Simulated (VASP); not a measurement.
Wanted: the native input for a VASP 6.6.1 run.

| Property | Result |
| --- | --- |
| Task | single point |
| Functional | PBE |
| Potentials or basis | VASP PAW PBE potentials, release 64 (F, P, Cs_sv, Tl_d) |
| Cutoff | 520 eV |
| k mesh | 6 × 6 × 6 |
| Occupations | fermi-dirac, width 0.1 eV |
| Spin | no spin polarisation |
| Dipole correction | no |
| k mesh for the DOS | 9 × 9 × 9 |
| Occupations for the DOS | tetrahedron |
| Further INCAR settings | ALGO = Normal; EDIFF = 1e-06; NBANDS = 45 |

Crystal: Cs2TlP6F.

```
F P Cs Tl
1.0
     0.00000    4.92259    4.92259
     4.92259    0.00000    4.92259
     4.92259    4.92259    0.00000
F P Cs Tl
1 6 2 1
Direct
  0.00000 0.00000 0.00000
  0.79000 0.21000 0.21000
  0.21000 0.79000 0.21000
  0.21000 0.79000 0.79000
  0.79000 0.21000 0.79000
  0.21000 0.21000 0.79000
  0.79000 0.79000 0.21000
  0.25000 0.25000 0.25000
  0.75000 0.75000 0.75000
  0.50000 0.50000 0.50000
```

These files were run (other wordings do the same):

POSCAR

```
Cs2TlP6F
1.0
    0.0000000000      4.9225880000      4.9225880000
    4.9225880000      0.0000000000      4.9225880000
    4.9225880000      4.9225880000      0.0000000000
F P Cs Tl
1 6 2 1
Direct
    0.0000000000      0.0000000000      0.0000000000
    0.7900000000      0.2100000000      0.2100000000
    0.2100000000      0.7900000000      0.2100000000
    0.2100000000      0.7900000000      0.7900000000
    0.7900000000      0.2100000000      0.7900000000
    0.2100000000      0.2100000000      0.7900000000
    0.7900000000      0.7900000000      0.2100000000
    0.2500000000      0.2500000000      0.2500000000
    0.7500000000      0.7500000000      0.7500000000
    0.5000000000      0.5000000000      0.5000000000
```

INCAR.step1

```
PREC     = Accurate       # precision mode
ENCUT    = 520            # plane-wave cutoff, eV
EDIFF    = 1E-6           # SCF threshold, eV
ISMEAR   = -1             # smearing method
SIGMA    = 0.1            # smearing width, eV
LREAL    = F              # projectors in reciprocal space
LASPH    = T              # aspherical terms in the spheres
NELM     = 60             # most SCF steps
ALGO     = Normal         # electronic algorithm
ISIF     = 2              # what is computed and relaxed
LWAVE    = F              # write WAVECAR
LCHARG   = T              # write CHGCAR
GGA      = PE             # functional
NBANDS   = 45             # bands
```

KPOINTS.step1

```
Automatic mesh
0
Gamma
  6 6 6
```

INCAR.step2

```
PREC     = Accurate       # precision mode
ENCUT    = 520            # plane-wave cutoff, eV
EDIFF    = 1E-6           # SCF threshold, eV
ISMEAR   = -5             # smearing method
SIGMA    = 0.1            # smearing width, eV
LREAL    = F              # projectors in reciprocal space
LASPH    = T              # aspherical terms in the spheres
NELM     = 60             # most SCF steps
ALGO     = Normal         # electronic algorithm
ISIF     = 2              # what is computed and relaxed
LWAVE    = F              # write WAVECAR
LCHARG   = F              # write CHGCAR
GGA      = PE             # functional
LORBIT   = 11             # projections on sites
NBANDS   = 45             # bands
NEDOS    = 2001           # points of the DOS
ICHARG   = 11             # starting density
```

KPOINTS.step2

```
Automatic mesh
0
Gamma
  9 9 9
```

Potentials or basis: VASP PAW PBE potentials, release 64 (F, P, Cs_sv, Tl_d).

Command:

```bash
$ cat potpaw_PBE.64/F/POTCAR potpaw_PBE.64/P/POTCAR potpaw_PBE.64/Cs_sv/POTCAR potpaw_PBE.64/Tl_d/POTCAR > POTCAR
$ cp INCAR.step1 INCAR
$ cp KPOINTS.step1 KPOINTS
$ mpirun -np 1 vasp_std > vasp.out
$ cp INCAR.step2 INCAR
$ cp KPOINTS.step2 KPOINTS
$ mpirun -np 1 vasp_std > vasp.out
```

It gave:

```json
{
  "Valence electrons inside the program's atomic spheres": "F 6.12; P 2.34; Cs 6.62; Tl 11.23"
}
```

Run time: 15 min on 1 thread of Intel Xeon 8259CL, on a shared host, peak memory 0.6 GiB.
